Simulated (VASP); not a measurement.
# Li (P6/mmm) in VASP: further runs

The runs below take Li through single point, with r2SCAN.

All numbers are computed with VASP 6.6.1; they aren't measurements. Logs are shortened: lines on timing, memory, paths and dates and some standing lists are left out, and cuts for length are marked.

### Step 1. The cell of the first run

The structure is hexagonal, space group P6/mmm (No. 191). The conventional cell has a = 4.778 Å, b = 4.778 Å, c = 2.789 Å, α = 90.00°, β = 90.00°, γ = 120.00°. Li (site symmetry 6/mmm) has 14 Li at 2.79 to 3.09 Å within 3.7 Å. Within 3.6 Å of Li (site symmetry -6m2) lie 11 Li at 2.76 to 3.09 Å.

This isn't the form of Li at room conditions, which is bcc.

### Step 2. Single point, r2SCAN

The input, POSCAR:

```
Li
1.0
    4.7780786798      0.0000000000      0.0000000000
   -2.3890393447      4.1379375233      0.0000000000
    0.0000000000      0.0000000000      2.7891472503
Li
3
Direct
    0.0000000000      0.0000000000      0.0000000000
    0.6666666667      0.3333333333      0.5000000000
    0.3333333333      0.6666666667      0.5000000000
```

The input, INCAR.step1:

```
SYSTEM = Li
PREC = Accurate
ENCUT = 520
ISMEAR = -1
SIGMA = 0.2
LREAL = .FALSE.
LASPH = .TRUE.
NELM = 60
NBANDS = 12
GGA = PE
ALGO = Normal
EDIFF = 1E-4
LWAVE = .TRUE.
LCHARG = .FALSE.
```

The input, INCAR.step2:

```
SYSTEM = Li
PREC = Accurate
ENCUT = 520
EDIFF = 1E-7
ISMEAR = -1
SIGMA = 0.2
LREAL = .FALSE.
LASPH = .TRUE.
NELM = 60
ALGO = Normal
ISIF = 2
LWAVE = .FALSE.
LCHARG = .FALSE.
METAGGA = R2SCAN
LMIXTAU = .TRUE.
NBANDS = 12
ISTART = 1
```

The input, KPOINTS:

```
regular mesh
0
G
  7 7 10
  0 0 0
```

Potentials or basis: VASP PAW PBE potentials, release 64 (Li_sv).

Launch:

```
> cat potpaw_PBE.64/Li_sv/POTCAR > POTCAR
> cp INCAR.step1 INCAR
> mpirun -np 1 vasp_std > vasp.out
> cp INCAR.step2 INCAR
> mpirun -np 1 vasp_std > vasp.out
```

OUTCAR:

```text
SYSTEM = Li
   PREC = Accurate
   ENCUT = 520
   EDIFF = 1E-7
   ISMEAR = -1
   LREAL = .FALSE.
   LASPH = .TRUE.
   NELM = 60
   ISIF = 2
   METAGGA = R2SCAN
   ISTART = 1

 ion  position               nearest neighbor table
   1  0.000  0.000  0.000-
   2  0.667  0.333  0.500-
   3  0.333  0.667  0.500-

  LATTYP: Found a hexagonal cell.
 ALAT       =     4.7780786798
 C/A-ratio  =     0.5837382423

  Lattice vectors:

 A1 = (   4.7780786798,   0.0000000000,   0.0000000000)
 A2 = (  -2.3890393447,   4.1379375233,   0.0000000000)
 A3 = (   0.0000000000,   0.0000000000,   2.7891472503)

Analysis of symmetry for initial positions (statically):
=====================================================================
 Subroutine PRICEL returns:
 Original cell was already a primitive cell.

 Routine SETGRP: Setting up the symmetry group for a
 hexagonal supercell.

 Subroutine GETGRP returns: Found 24 space group operations
 (whereof 24 operations were pure point group operations)
 out of a pool of 24 trial point group operations.

The static configuration has the point symmetry D_6h.

Analysis of symmetry for dynamics (positions and initial velocities):
=====================================================================
 Subroutine PRICEL returns:
 Original cell was already a primitive cell.

 Routine SETGRP: Setting up the symmetry group for a
 hexagonal supercell.

 Subroutine GETGRP returns: Found 24 space group operations
 (whereof 24 operations were pure point group operations)
 out of a pool of 24 trial point group operations.

The dynamic configuration has the point symmetry D_6h.

 Subroutine INISYM returns: Found 24 space group operations
 (whereof 24 operations are pure point group operations),
 and found     1 'primitive' translations

----------------------------------------------------------------------------------------

                                     Primitive cell

  volume of cell :      55.1453

  direct lattice vectors                    reciprocal lattice vectors
     4.778078680  0.000000000  0.000000000     0.209289145  0.120833144  0.000000000
    -2.389039345  4.137937523  0.000000000     0.000000000  0.241666288  0.000000000
     0.000000000  0.000000000  2.789147250     0.000000000  0.000000000  0.358532523

  length of vectors
     4.778078680  4.778078687  2.789147250     0.241666288  0.241666288  0.358532523

  position of ions in fractional coordinates (direct lattice)
     0.000000000  0.000000000  0.000000000
     0.666666667  0.333333333  0.500000000
     0.333333333  0.666666667  0.500000000

  ion indices of the primitive-cell ions
   primitive index   ion index
                 1           1
                 2           2
                 3           3

----------------------------------------------------------------------------------------

 KPOINTS: regular mesh

Automatic generation of k-mesh.
 Grid dimensions read from file:
 generate k-points for:    7    7   10

 Generating k-lattice:

  Cartesian coordinates                     Fractional coordinates (reciprocal lattice)
     0.029898449  0.017261878  0.000000000     0.142857143 -0.000000000  0.000000000
     0.000000000  0.034523755  0.000000000     0.000000000  0.142857143  0.000000000
     0.000000000  0.000000000  0.035853252     0.000000000  0.000000000  0.100000000

  Length of vectors
     0.034523755  0.034523755  0.035853252

  Shift w.r.t. Gamma in fractional coordinates (k-lattice)
     0.000000000  0.000000000  0.000000000

 Subroutine IBZKPT returns following result:
 ===========================================

 Found     48 irreducible k-points:

 Following reciprocal coordinates:
            Coordinates               Weight
  0.000000  0.000000  0.000000      1.000000
  0.142857 -0.000000  0.000000      6.000000
  0.285714  0.000000  0.000000      6.000000
  0.428571 -0.000000  0.000000      6.000000
  0.142857  0.142857  0.000000      6.000000
  0.285714  0.142857  0.000000     12.000000
[... 16 lines left out ...]
  0.428571  0.142857  0.200000     12.000000
  0.285714  0.285714  0.200000     12.000000
 [... further k-points ...]
   k-points           NKPTS =     48   k-points in BZ     NKDIM =     48   number of bands    NBANDS=     12
   number of dos      NEDOS =    301   number of ions     NIONS =      3
   total plane-waves  NPLWV =  31104
   dimension x,y,z NGX =    36 NGY =   36 NGZ =   24
   dimension x,y,z NGXF=    72 NGYF=   72 NGZF=   48
   ions per type =               3
   NGX,Y,Z   is equivalent  to a cutoff of  12.53, 12.53, 14.31 a.u.
   NGXF,Y,Z  is equivalent  to a cutoff of  25.05, 25.05, 28.61 a.u.
 SYSTEM =  Li
   PREC   = accura    normal or accurate (medium, high low for compatibility)
   ISTART =      1    job   : 0-new  1-cont  2-samecut
   ICHARG =      0    charge: 1-file 2-atom 10-const
   ISPIN  =      1    spin polarized calculation?
   LNONCOLLINEAR =      F non collinear calculations
   LSORBIT =      F    spin-orbit coupling
   LASPH  =      T    aspherical Exc in radial PAW
   ENCUT  =  520.0 eV  38.22 Ry    6.18 a.u.   8.88  8.88  5.19*2*pi/ulx,y,z
   NELM   =     60;   NELMIN=  2; NELMDL=  0     # of ELM steps
   EDIFF  = 0.1E-06   stopping-criterion for ELM
   LREAL  =      F    real-space projection
   EDIFFG = 0.1E-05   stopping-criterion for IOM
   NSW    =      0    number of steps for IOM
   IBRION =     -1    ionic relax: 0-MD 1-quasi-New 2-CG
   NFREE  =      0    steps in history (QN), initial steepest desc. (CG)
   ISIF   =      2    stress and relaxation
   ISYM   =      2    0-nonsym 1-usesym 2-fastsym
   POTIM  = 0.5000    time-step for ionic-motion
   TEBEG  =    0.0;   TEEND  =   0.0 temperature during run
   PSTRESS=    0.0 pullay stress
   NELECT =       9.0000    total number of electrons
   NUPDOWN=      -1.0000    fix difference up-down
   EMIN   =  10.00;   EMAX   =-10.00  energy-range for DOS
   EFERMI =   0.00;   METHOD = LEGACY
   ISMEAR =    -1;   SIGMA  =   0.20  broadening in eV -4-tet -1-fermi 0-gaus
   EFERMI_NEDOS =   21; number of points for ismear=-14 and -15
   IALGO  =     38    algorithm
   IMIX   =      4    mixing-type and parameters
     AMIX     =   0.40;   BMIX     =  1.00
     AMIX_MAG =   1.60;   BMIX_MAG =  1.00
  volume/ion in A,a.u.               =      18.38       124.05
  Fermi-wavevector in a.u.,A,eV,Ry     =   0.894649  1.690642 10.890065  0.800397
  Thomas-Fermi vector in A             =   2.016881
   LORBIT       =      0    0 simple, 1 ext, 2 COOP (PROOUT), +10 PAW based schemes
   METAGGA = R2SCAN    functional components
   LHFCALC =     F    Hartree Fock is set to
   AEXX    =    0.0000 exact exchange contribution
   IVDW    =     0    specifies the selected vdW correction
   LEPSILON=     F    determine dielectric tensor
   LRPA    =     F    only Hartree local field effects (RPA)
 non-spin polarized calculation
  energy-cutoff  :      520.00
  volume of cell :       55.15
 maximum number of plane-waves:      1506
 NGX is ok and might be reduce to    36
   NGX = 17   NGY = 17   NGZ = 11

 number of electron       9.0000037 magnetization

 Free energy of the ion-electron system (eV)
  ---------------------------------------------------
  ext. energy  EPLUGINS =         0.00000000
  ---------------------------------------------------
  free energy    TOTEN  =        -7.14784977 eV

  energy without entropy =       -6.98318716  energy(sigma->0) =       -7.06551846

 E-fermi :   0.9250     XC(G=0):  -7.7098

 val. band max:        0.8783956362   @ k =   0.2857   0.0000   0.5000
 cond. band min:       0.9261552397   @ k =   0.2857   0.2857   0.3000
 fundamental gap:      0.0477596035
 Fermi energy:         0.9250025097

 k-point     1 :       0.0000    0.0000    0.0000
  band No.  band energies     occupation
      1     -47.0625      2.00000
      2     -47.0317      2.00000
      3     -46.9266      2.00000
      4      -3.0810      2.00000
      5       3.2903      0.00001
      6       3.2905      0.00001
      7       3.3399      0.00001
      8       3.3401      0.00001
      9       7.8607      0.00000
     10       8.1134      0.00000
     11      12.9631      0.00000
     12      17.7230      0.00000

 k-point     2 :       0.1429   -0.0000    0.0000
  band No.  band energies     occupation
      1     -47.0610      2.00000
      2     -47.0330      2.00000
      3     -46.9268      2.00000
      4      -2.9410      2.00000
      5       1.8515      0.01927
      6       2.1770      0.00382
      7       4.2932      0.00000
      8       4.8294      0.00000
      9       8.3861      0.00000
     10       8.6448      0.00000
     11      13.1431      0.00000
     12      16.6325      0.00000

 k-point     3 :       0.2857    0.0000    0.0000
  band No.  band energies     occupation
      1     -47.0570      2.00000
      2     -47.0365      2.00000
      3     -46.9271      2.00000
      4      -2.5206      2.00000
      5       0.4018      1.86379
      6       1.4173      0.15720
      7       4.5683      0.00000
      8       6.7142      0.00000
      9       9.4383      0.00000
     10      10.4318      0.00000
     11      13.6783      0.00000
     12      14.3616      0.00000

 k-point     4 :       0.4286   -0.0000    0.0000
  band No.  band energies     occupation
      1     -47.0524      2.00000
      2     -47.0408      2.00000
      3     -46.9275      2.00000
      4      -1.8199      2.00000
      5      -0.8404      1.99971
      6       1.0371      0.72676
      7       4.5821      0.00000
      8       8.9595      0.00000
      9      10.8605      0.00000
     10      11.5398      0.00000
     11      12.6021      0.00000
     12      12.6830      0.00000

 k-point     5 :       0.1429    0.1429    0.0000
  band No.  band energies     occupation
      1     -47.0583      2.00000
      2     -47.0354      2.00000
      3     -46.9270      2.00000
      4      -2.6609      2.00000
      5       1.1094      0.56906
      6       1.1286      0.53087
      7       5.3258      0.00000
      8       5.3937      0.00000
      9       9.5288      0.00000
     10       9.5660      0.00000
     11      13.5003      0.00000
     12      14.4280      0.00000
[... 228 lines left out ...]
      1     -47.0519      2.00000
      2     -47.0298      2.00000
      3     -46.9213      2.00000
      4      -2.0489      2.00000
      5       1.8145      0.02315
      6       1.8795      0.01678
      7       5.6386      0.00000
      8       6.0066      0.00000
      9       8.0942      0.00000
     10       9.2480      0.00000
     11      11.3097      0.00000
     12      13.7062      0.00000

 k-point    22 :       0.2857    0.1429    0.2000
  band No.  band energies     occupation
      1     -47.0476      2.00000
      2     -47.0338      2.00000
      3     -46.9215      2.00000
      4      -1.4800      1.99999
      5       0.4994      1.78718
      6       1.3583      0.20558
      7       5.6525      0.00000
      8       7.5063      0.00000
      9       9.4849      0.00000
     10      10.5078      0.00000
     11      11.2627      0.00000
     12      12.6959      0.00000

 k-point    23 :       0.4286    0.1429    0.2000
  band No.  band energies     occupation
      1     -47.0445      2.00000
      2     -47.0368      2.00000
      3     -46.9216      2.00000
      4      -0.6447      1.99922
      5      -0.6090      1.99907
      6       1.1906      0.41901
      7       5.5994      0.00000
      8       8.9978      0.00000
      9       9.7117      0.00000
     10      10.7380      0.00000
     11      11.1361      0.00000
     12      11.6516      0.00000

 k-point    24 :       0.2857    0.2857    0.2000
  band No.  band energies     occupation
      1     -47.0433      2.00000
      2     -47.0379      2.00000
      3     -46.9217      2.00000
      4      -0.7734      1.99959
      5       0.1690      1.95537
      6       0.2307      1.93974
      7       7.2801      0.00000
      8       7.4177      0.00000
      9       9.2860      0.00000
     10      10.8699      0.00000
     11      11.1778      0.00000
     12      11.7048      0.00000

 [... further k-points ...]

------------------------ aborting loop because EDIFF is reached ----------------------------------------

  FORCE on cell =-STRESS in cart. coord.  units (eV):
  Direction    XX          YY          ZZ          XY          YZ          ZX
  --------------------------------------------------------------------------------------
  -------------------------------------------------------------------------------------
  Total        0.6553777      0.6553777      0.6337894     -0.0000000      0.0000000     -0.0000000
  in kB       19.0411679     19.0411680     18.4139464     -0.0000000      0.0000000     -0.0000000
  external PRESSURE =      18.8320941 kB  Pullay stress =       0.0000000 kB

 VOLUME and BASIS-vectors are now :
 -----------------------------------------------------------------------------
  energy-cutoff  :      520.00
  volume of cell :       55.15
      direct lattice vectors                 reciprocal lattice vectors
     4.778078680  0.000000000  0.000000000     0.209289145  0.120833144  0.000000000
    -2.389039345  4.137937523  0.000000000     0.000000000  0.241666288  0.000000000
     0.000000000  0.000000000  2.789147250     0.000000000  0.000000000  0.358532523

 POSITION                                       TOTAL-FORCE (eV/Angst)
 -----------------------------------------------------------------------------------
      0.00000      0.00000      0.00000         0.000000     -0.000000      0.000000
      2.38904      1.37931      1.39457        -0.000000      0.000000      0.000000
     -0.00000      2.75863      1.39457         0.000000     -0.000000     -0.000000
 -----------------------------------------------------------------------------------
    total drift:                                0.000000      0.000000     -0.000000

  FREE ENERGIE OF THE ION-ELECTRON SYSTEM (eV)
  ---------------------------------------------------
  free  energy   TOTEN  =        -7.1478497665 eV

  energy  without entropy=       -6.9831871577  energy(sigma->0) =       -7.06551846
```

Wall time 2.3 min (1 thread of Intel Xeon 8259CL, shared host); peak memory 0.18 GiB.

Results:

- Free energy: -7.1478 eV
- Band gap on the k mesh: zero (an odd number of electrons rules out a gap without spin polarisation)

Caveat: the cutoff is under 1.25 times the usual one of these potentials, so pressure, stress and relaxed cells hold a basis-set (Pulay) error; the PAW data sets were made with another functional, which shifts forces and pressure a little.

(Part 1 of 2 ends here.)
